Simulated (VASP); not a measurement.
# NdTl2P3 (P4mm) in VASP: a series of runs

NdTl2P3 is run at these levels: PBE; tasks: single point.

Program: VASP 6.6.1. These are calculated values, not measurements. Logs are shortened: lines on timing, memory, paths and dates and some standing lists are left out, and cuts for length are marked.

### Step 1. The cell of the first run

It takes space group P4mm (No. 99, tetragonal). Conventional cell: a = 4.242 Å, b = 4.242 Å, c = 7.773 Å, α = 90.00°, β = 90.00°, γ = 90.00°. Nd (site symmetry 4mm) has 8 P at 2.93 to 3.02 Å and 4 Tl at 3.62 Å within 3.9 Å. Within 3.7 Å of Tl (site symmetry 2mm) lie 3 P at 2.81 to 3.36 Å and 4 Tl at 3.00 Å and 2 Nd at 3.62 Å. Within 4.0 Å of P (site symmetry 4mm) lie 4 Nd at 3.02 Å and 4 P at 3.17 Å and 4 Tl at 3.36 Å. Within 3.7 Å of P (site symmetry 2mm) lie 1 Tl at 2.81 Å and 2 Nd at 2.93 Å and 6 P at 3.00 to 3.17 Å.

The cell was built from a structure type or drawn by symmetry, and may not be a known phase.

### Step 2. Single point, PBE

File INCAR:

```
ALGO = Normal
EDIFF = 1E-6
ENCUT = 500
GGA = PE
GGA_COMPAT = False
ISIF = 2
ISMEAR = 0
LASPH = True
LCHARG = False
LMAXMIX = 6
LREAL = False
LWAVE = False
NBANDS = 35
NELM = 200
PREC = Accurate
SIGMA = 0.2
```

File KPOINTS:

```
k-points
0
Gamma
  4 4 2
```

File POSCAR:

```
NdTl2P3
1.0
    4.2417090490      0.0000000000      0.0000000000
    0.0000000000      4.2417090490      0.0000000000
    0.0000000000      0.0000000000      7.7727526269
Nd Tl P
1 2 3
Direct
    0.0000000000      0.0000000000      0.8783699405
    0.5000000000      0.0000000000      0.2565640866
    0.0000000000      0.5000000000      0.2565640866
    0.5000000000      0.5000000000     -0.0791511661
    0.5000000000      0.0000000000      0.6175980612
    0.0000000000      0.5000000000      0.6175980612
```

Potentials or basis: VASP PAW PBE potentials, release 64 (Nd_3, Tl_d, P), 4f in core.

Run with:

```bash
$ cat potpaw_PBE.64/Nd_3/POTCAR potpaw_PBE.64/Tl_d/POTCAR potpaw_PBE.64/P/POTCAR > POTCAR
$ mpirun -np 1 vasp_std > vasp.out
```

OUTCAR:

```text
EDIFF = 1E-6
   ENCUT = 500
   GGA = PE
   ISIF = 2
   ISMEAR = 0
   LASPH = True
   LREAL = False
   NELM = 200
   PREC = Accurate

 ion  position               nearest neighbor table
   1  0.000  0.000  0.878-   5 2.93   6 2.93   6 2.93   5 2.93   4 3.02   4 3.02   4 3.02   4 3.02
                             2 3.62   3 3.62   3 3.62   2 3.62
   2  0.500  0.000  0.257-   5 2.81   3 3.00   3 3.00   3 3.00   3 3.00   4 3.36   4 3.36   1 3.62
                             1 3.62
   3  0.000  0.500  0.257-   6 2.81   2 3.00   2 3.00   2 3.00   2 3.00   4 3.36   4 3.36   1 3.62
                             1 3.62
   4  0.500  0.500  0.921-   1 3.02   1 3.02   1 3.02   1 3.02   2 3.36   3 3.36   3 3.36   2 3.36

   5  0.500  0.000  0.618-   2 2.81   1 2.93   1 2.93
   6  0.000  0.500  0.618-   3 2.81   1 2.93   1 2.93

  LATTYP: Found a simple tetragonal cell.
 ALAT       =     4.2417090490
 C/A-ratio  =     1.8324577516

  Lattice vectors:

 A1 = (   4.2417090490,   0.0000000000,   0.0000000000)
 A2 = (   0.0000000000,   4.2417090490,   0.0000000000)
 A3 = (   0.0000000000,   0.0000000000,   7.7727526269)

Analysis of symmetry for initial positions (statically):
=====================================================================
 Subroutine PRICEL returns:
 Original cell was already a primitive cell.

 Routine SETGRP: Setting up the symmetry group for a
 simple tetragonal supercell.

 Subroutine GETGRP returns: Found  8 space group operations
 (whereof  8 operations were pure point group operations)
 out of a pool of 16 trial point group operations.

The static configuration has the point symmetry C_4v.

Analysis of symmetry for dynamics (positions and initial velocities):
=====================================================================
 Subroutine PRICEL returns:
 Original cell was already a primitive cell.

 Routine SETGRP: Setting up the symmetry group for a
 simple tetragonal supercell.

 Subroutine GETGRP returns: Found  8 space group operations
 (whereof  8 operations were pure point group operations)
 out of a pool of 16 trial point group operations.

The dynamic configuration has the point symmetry C_4v.

 Subroutine INISYM returns: Found  8 space group operations
 (whereof  8 operations are pure point group operations),
 and found     1 'primitive' translations

----------------------------------------------------------------------------------------

                                     Primitive cell

  volume of cell :     139.8481

  direct lattice vectors                    reciprocal lattice vectors
     4.241709049  0.000000000  0.000000000     0.235754029  0.000000000  0.000000000
     0.000000000  4.241709049  0.000000000     0.000000000  0.235754029  0.000000000
     0.000000000  0.000000000  7.772752627     0.000000000  0.000000000  0.128654551

  length of vectors
     4.241709049  4.241709049  7.772752627     0.235754029  0.235754029  0.128654551

  position of ions in fractional coordinates (direct lattice)
     0.000000000  0.000000000  0.878369941
     0.500000000  0.000000000  0.256564087
     0.000000000  0.500000000  0.256564087
     0.500000000  0.500000000  0.920848834
     0.500000000  0.000000000  0.617598061
     0.000000000  0.500000000  0.617598061

  ion indices of the primitive-cell ions
   primitive index   ion index
                 1           1
                 2           2
                 3           3
                 4           4
                 5           5
                 6           6

----------------------------------------------------------------------------------------

 KPOINTS: k-points

Automatic generation of k-mesh.
 Grid dimensions read from file:
 generate k-points for:    4    4    2

 Generating k-lattice:

  Cartesian coordinates                     Fractional coordinates (reciprocal lattice)
     0.058938507  0.000000000  0.000000000     0.250000000  0.000000000  0.000000000
     0.000000000  0.058938507  0.000000000     0.000000000  0.250000000  0.000000000
     0.000000000  0.000000000  0.064327276     0.000000000  0.000000000  0.500000000

  Length of vectors
     0.058938507  0.058938507  0.064327276

  Shift w.r.t. Gamma in fractional coordinates (k-lattice)
     0.000000000  0.000000000  0.000000000

 Subroutine IBZKPT returns following result:
 ===========================================

 Found     12 irreducible k-points:

 Following reciprocal coordinates:
            Coordinates               Weight
  0.000000  0.000000  0.000000      1.000000
  0.250000  0.000000  0.000000      4.000000
  0.500000  0.000000  0.000000      2.000000
  0.250000  0.250000  0.000000      4.000000
  0.500000  0.250000  0.000000      4.000000
  0.500000  0.500000  0.000000      1.000000
  0.000000  0.000000  0.500000      1.000000
  0.250000  0.000000  0.500000      4.000000
  0.500000  0.000000  0.500000      2.000000
  0.250000  0.250000  0.500000      4.000000
  0.500000  0.250000  0.500000      4.000000
  0.500000  0.500000  0.500000      1.000000
   k-points           NKPTS =     12   k-points in BZ     NKDIM =     12   number of bands    NBANDS=     35
   number of dos      NEDOS =    301   number of ions     NIONS =      6
   total plane-waves  NPLWV =  61440
   dimension x,y,z NGX =    32 NGY =   32 NGZ =   60
   dimension x,y,z NGXF=    64 NGYF=   64 NGZF=  120
   ions per type =               1   2   3
   NGX,Y,Z   is equivalent  to a cutoff of  12.54, 12.54, 12.83 a.u.
   NGXF,Y,Z  is equivalent  to a cutoff of  25.08, 25.08, 25.67 a.u.
 SYSTEM =  unknown system
   PREC   = accura    normal or accurate (medium, high low for compatibility)
   ISTART =      0    job   : 0-new  1-cont  2-samecut
   ICHARG =      2    charge: 1-file 2-atom 10-const
   ISPIN  =      1    spin polarized calculation?
   LNONCOLLINEAR =      F non collinear calculations
   LSORBIT =      F    spin-orbit coupling
   LASPH  =      T    aspherical Exc in radial PAW
   ENCUT  =  500.0 eV  36.75 Ry    6.06 a.u.   7.73  7.73 14.17*2*pi/ulx,y,z
   NELM   =    200;   NELMIN=  2; NELMDL= -5     # of ELM steps
   EDIFF  = 0.1E-05   stopping-criterion for ELM
   LREAL  =      F    real-space projection
   EDIFFG = 0.1E-04   stopping-criterion for IOM
   NSW    =      0    number of steps for IOM
   IBRION =     -1    ionic relax: 0-MD 1-quasi-New 2-CG
   NFREE  =      0    steps in history (QN), initial steepest desc. (CG)
   ISIF   =      2    stress and relaxation
   ISYM   =      2    0-nonsym 1-usesym 2-fastsym
   POTIM  = 0.5000    time-step for ionic-motion
   TEBEG  =    0.0;   TEEND  =   0.0 temperature during run
   PSTRESS=    0.0 pullay stress
   NELECT =      52.0000    total number of electrons
   NUPDOWN=      -1.0000    fix difference up-down
   EMIN   =  10.00;   EMAX   =-10.00  energy-range for DOS
   EFERMI =   0.00;   METHOD = LEGACY
   ISMEAR =     0;   SIGMA  =   0.20  broadening in eV -4-tet -1-fermi 0-gaus
   EFERMI_NEDOS =   21; number of points for ismear=-14 and -15
   IALGO  =     38    algorithm
   IMIX   =      4    mixing-type and parameters
     AMIX     =   0.40;   BMIX     =  1.00
     AMIX_MAG =   1.60;   BMIX_MAG =  1.00
  volume/ion in A,a.u.               =      23.31       157.29
  Fermi-wavevector in a.u.,A,eV,Ry     =   1.177219  2.224620 18.855544  1.385843
  Thomas-Fermi vector in A             =   2.313569
   LORBIT       =      0    0 simple, 1 ext, 2 COOP (PROOUT), +10 PAW based schemes
   GGA     = PE    functional components
   LHFCALC =     F    Hartree Fock is set to
   AEXX    =    0.0000 exact exchange contribution
   IVDW    =     0    specifies the selected vdW correction
   LEPSILON=     F    determine dielectric tensor
   LRPA    =     F    only Hartree local field effects (RPA)
 non-spin polarized calculation
 Gauss-broadening in eV      SIGMA  =   0.20
  energy-cutoff  :      500.00
  volume of cell :      139.85
 maximum number of plane-waves:      3580
 NGX is ok and might be reduce to    32
   NGX = 15   NGY = 15   NGZ = 29

 number of electron      52.0000006 magnetization

 Free energy of the ion-electron system (eV)
  ---------------------------------------------------
  ext. energy  EPLUGINS =         0.00000000
  ---------------------------------------------------
  free energy    TOTEN  =       -25.88828317 eV

  energy without entropy =      -25.84929017  energy(sigma->0) =      -25.86878667

 E-fermi :   6.0000     XC(G=0): -10.3150

 val. band max:        5.8823503601   @ k =   0.2500   0.0000   0.0000
 cond. band min:       6.0051110609   @ k =   0.5000   0.5000   0.5000
 fundamental gap:      0.1227607008
 Fermi energy:         6.0000491567

 k-point     1 :       0.0000    0.0000    0.0000
  band No.  band energies     occupation
      1     -31.4898      2.00000
      2     -12.8352      2.00000
      3     -12.6248      2.00000
      4     -12.6248      2.00000
      5      -6.5264      2.00000
      6      -6.2053      2.00000
[... 27 lines left out ...]
     34      10.0576      0.00000
     35      10.1413      0.00000

 k-point     2 :       0.2500    0.0000    0.0000
  band No.  band energies     occupation
      1     -31.4857      2.00000
      2     -12.8160      2.00000
      3     -12.7577      2.00000
      4     -12.6111      2.00000
      5      -6.3019      2.00000
      6      -6.0239      2.00000
[... 27 lines left out ...]
     34      10.1318      0.00000
     35      10.7726      0.00000

 k-point     3 :       0.5000    0.0000    0.0000
  band No.  band energies     occupation
      1     -31.4816      2.00000
      2     -12.8887      2.00000
      3     -12.7914      2.00000
      4     -12.5973      2.00000
      5      -5.6937      2.00000
      6      -5.6932      2.00000
[... 27 lines left out ...]
     34      10.4327      0.00000
     35      11.2065      0.00000
[... 267 lines left out ...]
 k-point    11 :       0.5000    0.2500    0.5000
  band No.  band energies     occupation
      1     -31.4777      2.00000
      2     -12.8537      2.00000
      3     -12.7747      2.00000
      4     -12.7078      2.00000
      5      -6.0473      2.00000
      6      -6.0445      2.00000
[... 27 lines left out ...]
     34      10.8668      0.00000
     35      11.5162      0.00000

 k-point    12 :       0.5000    0.5000    0.5000
  band No.  band energies     occupation
      1     -31.4739      2.00000
      2     -12.8185      2.00000
      3     -12.8185      2.00000
      4     -12.7526      2.00000
      5      -6.2157      2.00000
      6      -6.2157      2.00000
[... 27 lines left out ...]
     34      11.3966      0.00000
     35      11.4029      0.00000

------------------------ aborting loop because EDIFF is reached ----------------------------------------

  FORCE on cell =-STRESS in cart. coord.  units (eV):
  Direction    XX          YY          ZZ          XY          YZ          ZX
  --------------------------------------------------------------------------------------
  -------------------------------------------------------------------------------------
  Total       -0.0188115     -0.0188115     -0.0719320      0.0000000      0.0000000     -0.0000000
  in kB       -0.2155152     -0.2155152     -0.8240930      0.0000000      0.0000000     -0.0000000
  external PRESSURE =      -0.4183745 kB  Pullay stress =       0.0000000 kB

 VOLUME and BASIS-vectors are now :
 -----------------------------------------------------------------------------
  energy-cutoff  :      500.00
  volume of cell :      139.85
      direct lattice vectors                 reciprocal lattice vectors
     4.241709049  0.000000000  0.000000000     0.235754029  0.000000000  0.000000000
     0.000000000  4.241709049  0.000000000     0.000000000  0.235754029  0.000000000
     0.000000000  0.000000000  7.772752627     0.000000000  0.000000000  0.128654551

 POSITION                                       TOTAL-FORCE (eV/Angst)
 -----------------------------------------------------------------------------------
      0.00000      0.00000      6.82735         0.000000     -0.000000     -0.005212
      2.12085      0.00000      1.99421         0.000000     -0.000000      0.002737
      0.00000      2.12085      1.99421         0.000000     -0.000000      0.002737
      2.12085      2.12085      7.15753         0.000000      0.000000     -0.010559
      2.12085      0.00000      4.80044         0.000000     -0.000000      0.005148
      0.00000      2.12085      4.80044        -0.000000     -0.000000      0.005148
 -----------------------------------------------------------------------------------
    total drift:                                0.000000      0.000000     -0.000327

  FREE ENERGIE OF THE ION-ELECTRON SYSTEM (eV)
  ---------------------------------------------------
  free  energy   TOTEN  =       -25.8882831731 eV

  energy  without entropy=      -25.8492901747  energy(sigma->0) =      -25.86878667
```

Run time: 22 s. Hardware: 1 thread of Intel Xeon 6975P-C (Granite Rapids), shared host; peak memory 0.26 GiB.

What came out:

```yaml
Free_energy: -25.8883 eV
Pressure: 0.0 GPa
Largest_force: 0.011 eV/Å
Band_gap_on_the_k_mesh: zero (bands 26 and 27 overlap by 2.16 eV)
```

Forces on the atoms (eV/Å):
```
Nd   0.000  0.000 -0.005
Tl   0.000  0.000  0.003
Tl   0.000  0.000  0.003
P    0.000  0.000 -0.011
P    0.000  0.000  0.005
P    0.000  0.000  0.005
```

Caveat: the k points lie up to 0.40 Å⁻¹ apart, too coarse for converged energies and pressures of a metal; spin-orbit coupling is left out, which moves the levels of the heavy elements; the 4f electrons are frozen in the core, so they carry no moment and show no levels.

### Step 3. Single point, PBE

File INCAR:

```
SYSTEM = NdTl2P3
  PREC = Accurate
  ENCUT = 500
  EDIFF = 1E-6
  ISMEAR = 0
  SIGMA = 0.1
  LREAL = .FALSE.
  LASPH = .TRUE.
  NELM = 200
  ALGO = Normal
  ISIF = 2
  LWAVE = .FALSE.
  LCHARG = .TRUE.
  GGA = PE
  LELF = .TRUE.
  LVHAR = .TRUE.
  NBANDS = 35
  GGA_COMPAT = .FALSE.
  LMAXMIX = 6
```

File KPOINTS:

```
regular mesh
0
G
  4 4 2
  0 0 0
```

POSCAR, as its differences from that of step 2:

```diff
@@ -11,3 +11,3 @@
     0.0000000000      0.5000000000      0.2565640866
-    0.5000000000      0.5000000000     -0.0791511661
+    0.5000000000      0.5000000000      0.9208488339
     0.5000000000      0.0000000000      0.6175980612
```

Potentials or basis: VASP PAW PBE potentials, release 64 (Nd_3, Tl_d, P), 4f in core.

Run with:

```bash
$ cat potpaw_PBE.64/Nd_3/POTCAR potpaw_PBE.64/Tl_d/POTCAR potpaw_PBE.64/P/POTCAR > POTCAR
$ mpirun -np 1 vasp_std > vasp.out
```

Wall time 25 s (1 thread of Intel Xeon 6975P-C (Granite Rapids), shared host); peak memory 0.25 GiB.

It converged, with:

```
Free energy            : -25.8748 eV
Pressure               : -0.1 GPa
Largest force          : 0.031 eV/Å
Band gap on the k mesh : zero (bands 26 and 27 overlap by 2.16 eV)
```

Forces in eV/Å, atoms in the order of the input:
```
Nd   0.000  0.000  0.023
Tl   0.000  0.000  0.008
Tl   0.000  0.000  0.008
P    0.000  0.000 -0.031
P    0.000  0.000 -0.004
P    0.000  0.000 -0.004
```

Stress tensor (GPa, compression positive):
```
 0.20  0.00  0.00
 0.00  0.20  0.00
 0.00  0.00 -0.58
```

Levels at points of the mesh, in eV from the Fermi level:
| k point | band 24 | band 25 | band 26 | band 27 | band 28 | band 29 |
| --- | --- | --- | --- | --- | --- | --- |
| (0.00, 0.00, 0.00) | -1.12 | -1.05 | -1.05 | 0.69 | 0.69 | 2.24 |
| (0.50, 0.00, 0.00) | -1.21 | -1.14 | -0.12 | 0.23 | 0.37 | 2.52 |
| (0.50, 0.50, 0.00) | -2.73 | -1.96 | 0.41 | 0.41 | 1.33 | 2.65 |
| (0.00, 0.00, 0.50) | -1.18 | 0.43 | 0.89 | 1.29 | 1.29 | 1.80 |
| (0.50, 0.00, 0.50) | -1.34 | -0.80 | -0.78 | -0.32 | 1.71 | 2.72 |
| (0.50, 0.50, 0.50) | -2.06 | -1.71 | -1.27 | -1.27 | 0.02 | 2.68 |

Caveat: the k points lie up to 0.40 Å⁻¹ apart, too coarse for converged energies and pressures of a metal; spin-orbit coupling is left out, which moves the levels of the heavy elements; the 4f electrons are frozen in the core, so they carry no moment and show no levels.
